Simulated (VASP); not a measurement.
Fe:

```
CELL_PARAMETERS angstrom
0.00000 1.79750 1.79750
1.79750 0.00000 1.79750
1.79750 1.79750 0.00000
ATOMIC_POSITIONS crystal
Fe 0.00000 0.00000 0.00000
```

This isn't the form of Fe at room conditions, which is bcc.

Base run:

* Program: VASP 6.6.1
* Functional: PBE
* Potentials or basis: VASP PAW PBE potentials, release 64 (Fe)
* Cutoff: 520 eV
* k mesh: 13 × 13 × 13
* Occupations: fermi-dirac, width 0.05 eV
* Spin: no spin polarisation

Its results: band gap on the k mesh zero (bands 4 and 5 overlap by 1.52 eV); pressure -26.6 GPa.

Question: The run is repeated on the same cell with these changes: k mesh from 13 × 13 × 13 to 7 × 7 × 7. What comes out?

Answer: Band gap on the k mesh zero (bands 4 and 5 overlap by 1.36 eV); pressure -25.9 GPa.

Caveats: some runs use coarse meshes; the run has no spin polarisation, though such a crystal can be magnetic; the cell stands under tension (at least some runs).
